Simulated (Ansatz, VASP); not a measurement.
Two plane-wave programs on MoS2

INCAR

```
SYSTEM = MoS2
  PREC = Accurate
  ENCUT = 500
  EDIFF = 1E-6
  ISMEAR = 0
  SIGMA = 0.05
  LREAL = .FALSE.
  LASPH = .TRUE.
  NELM = 120
  ALGO = Normal
  ISIF = 2
  LWAVE = .FALSE.
  LCHARG = .FALSE.
  GGA = PE
  IVDW = 12
  NBANDS = 20
  GGA_COMPAT = .FALSE.
```

Contents of KPOINTS:

```
Automatic mesh
0
G
  12 12 6
  0 0 0
```

File POSCAR:

```
MoS2
1.0
    3.1215013320      0.0000000000      0.0000000000
   -1.5607506660      2.7032994514      0.0000000000
    0.0000000000      0.0000000000      6.7642933864
Mo S
1 2
Direct
    0.0000000000      0.0000000000      0.0000000000
    0.3333333333      0.6666666667      0.2357940733
    0.3333333333      0.6666666667      0.7642059267
```

Input for Ansatz:

```yaml
crystal:
  lattice:
    - [3.121501332, 0.0, 0.0]
    - [-1.560750666, 2.7032994514, 0.0]
    - [0.0, 0.0, 6.7642933864]
  atoms:
    - { symbol: Mo, position: [0.0, 0.0, 0.0] }
    - { symbol: S, position: [0.3333333333, 0.6666666667, 0.2357940733] }
    - { symbol: S, position: [0.3333333333, 0.6666666667, 0.7642059267] }
basis:
  ecutwfc: 420
kpoints:
  mp_grid: { grid: [12, 12, 6] }
hamiltonian:
  xc: pbe
  dispersion: d3bj
scf:
  occupations: { method: gaussian, width: 0.05 }
output:
  forces: true
  stress: true
  eigenvalues: true
```

Alike in both runs: task single point; functional PBE; dispersion D3(BJ); k mesh 12 × 12 × 6; occupations gaussian, width 0.05 eV; no spin polarisation.

|  | VASP | Ansatz |
| --- | --- | --- |
| version | VASP 6.6.1 | Ansatz 0.2.0 |
| potentials or method | VASP PAW PBE potentials, release 64 (Mo_sv, S), cutoff 500 eV | scalar-relativistic, plane waves, PAW |
| valence electrons in the cell | 26 | 26 |

VASP gave:

* gap on the k mesh at the Fermi level (eV): 1.34
* least direct gap on the mesh (eV): 1.90
* pressure (GPa): -0.4
* traceless stress, the component that is largest in VASP (GPa): -3.14
* rms of the force components (eV/Å): 0.158

**Question.** Estimate Ansatz's values.

**Answer.** gap on the k mesh at the Fermi level (eV): 1.33; least direct gap on the mesh (eV): 1.90; pressure (GPa): -0.3; traceless stress, the component that is largest in VASP (GPa): -3.09; rms of the force components (eV/Å): 0.153.

Atom by atom the forces differ by 0.006 eV/Å (rms over components).
